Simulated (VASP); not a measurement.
A run of VASP 6.6.1 is set up as follows.

File INCAR:

```
SYSTEM = Ti2Si
PREC = Accurate ; ENCUT = 520
EDIFF = 1E-6 ; ISMEAR = 0
SIGMA = 0.1 ; LREAL = .False.
LASPH = .True. ; NELM = 100
ALGO = Normal ; ISIF = 2
LWAVE = .False. ; LCHARG = .False.
GGA = PE ; NBANDS = 21
```

The input KPOINTS:

```
Automatic mesh
0
Gamma
  12 12 18
  0 0 0
```

POSCAR

```
Ti2Si
1.0
    4.4077490424      0.0000000000      0.0000000000
   -2.2038745212      3.8172226442      0.0000000000
    0.0000000000      0.0000000000      2.6446997381
Ti Si
2 1
Direct
    0.3333333333      0.6666666667      0.5000000000
    0.6666666667      0.3333333333      0.5000000000
    0.0000000000      0.0000000000      0.0000000000
```

Potentials or basis: VASP PAW PBE potentials, release 64 (Ti_sv, Si).

Run with:

```console
$ cat potpaw_PBE.64/Ti_sv/POTCAR potpaw_PBE.64/Si/POTCAR > POTCAR
$ mpirun -np 1 vasp_std > vasp.out
```

Problem. What does it give for the pressure?

Solution. -0.1 GPa.

Problem. Estimate the band gap on the k mesh.

Solution. Zero (band 14 reaches 10.38 eV, above the bottom of band 15 at 9.63 eV).
